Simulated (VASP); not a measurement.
K2S, 3 atoms in the cell. Symmetry: Fm-3m, No. 225, cubic system. Conventional cell: a = 7.406 Å, b = 7.406 Å, c = 7.406 Å, α = 90.00°, β = 90.00°, γ = 90.00°. S (site symmetry m-3m) has 8 K at 3.21 Å within 4.2 Å. Within 4.2 Å of K (site symmetry -43m) lie 4 S at 3.21 Å and 6 K at 3.70 Å. 

| Item | Value |
| --- | --- |
| Program | VASP 6.6.1 |
| Task | single point |
| Functional | PBE |
| Potentials or basis | VASP PAW PBE potentials, release 64 (S, K_sv) |
| Cutoff | 500 eV |
| k mesh | 6 × 6 × 6 |
| Occupations | gaussian, width 0.01 eV |
| Spin | no spin polarisation |
| Dipole correction | no |
| Further INCAR settings | ALGO = Normal; EDIFF = 1e-06; NBANDS = 19 |

Potentials or basis: VASP PAW PBE potentials, release 64 (S, K_sv).

Launch:

```bash
$ cat potpaw_PBE.64/S/POTCAR potpaw_PBE.64/K_sv/POTCAR > POTCAR
$ mpirun -np 1 vasp_std > vasp.out
```

Hardware: 1 thread of AMD EPYC 9R45 96-Core Processor (Zen 5), on a shared host.

Task: How long does it take, and how much memory?

Result: It took 28 s on 1 thread of AMD EPYC 9R45 96-Core Processor (Zen 5) (shared host), peak memory 0.2 GiB. Counts: scf iterations 15, k points 16.
